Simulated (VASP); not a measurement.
Crystal: MoS.

```xyz
2
Lattice="0.0000 2.9724 2.9724 2.9724 0.0000 2.9724 2.9724 2.9724 0.0000" Properties=species:S:1:pos:R:3 pbc="T T T"
Mo    0.0000    0.0000    0.0000
S     1.4862    1.4862    1.4862
```

```yaml
Program: VASP 6.6.1
Task: relaxation of cell and atoms
Functional: r2SCAN
Potentials_or_basis: VASP PAW PBE potentials, release 64 (Mo_sv, S)
Cutoff: 600 eV
k_mesh: 12 × 12 × 12
Occupations: gaussian, width 0.1 eV
Spin: no spin polarisation
Hubbard_terms: Mo d U = 4.38 eV
```

At the start: pressure -7.2 GPa; volume 26.26 Å³/atom.

Question: How do energy, volume and symmetry change on relaxing?

Answer: Over 15 steps the energy falls by 132.9 meV/atom and the volume is 20.39 Å³/atom (-22.4 %); space group F-43m (No. 216, to 0.1 Å) before and after.

Step by step:
```csv
step,energy change (eV),largest force (eV/Å),pressure (GPa),volume (Å³)
1,0.0000,0.0000,-7.18,52.52
2,-0.2316,0.0000,-2.68,44.08
3,-0.2656,0.0000,0.33,40.55
4,-0.2657,0.0000,-0.21,40.89
5,-0.2657,0.0000,-0.21,40.89
6,-0.2657,0.0000,-0.22,40.88
7,-0.2657,0.0000,-0.18,40.88
8,-0.2657,0.0000,-0.18,40.88
9,-0.2657,0.0000,-0.18,40.88
10,-0.2657,0.0000,-0.18,40.88
11,-0.2657,0.0000,-0.18,40.87
12,-0.2657,0.0000,-0.18,40.87
13,-0.2657,0.0000,-0.18,40.85
14,-0.2658,0.0000,-0.11,40.83
15,-0.2658,0.0000,-0.02,40.78
```

Final structure:
```yaml
crystal:
  lattice:
    - [0.00000, 2.73187, 2.73187]
    - [2.73187, 0.00000, 2.73187]
    - [2.73187, 2.73187, 0.00000]
  atoms:
    - { symbol: Mo, position: [0.00000, 0.00000, 0.00000] }
    - { symbol: S, position: [0.25000, 0.25000, 0.25000] }
```

Caveat: the volume moved by over 15 % at a fixed basis, so the end points are rough; the PAW data sets were made with another functional, which shifts forces and pressure a little.
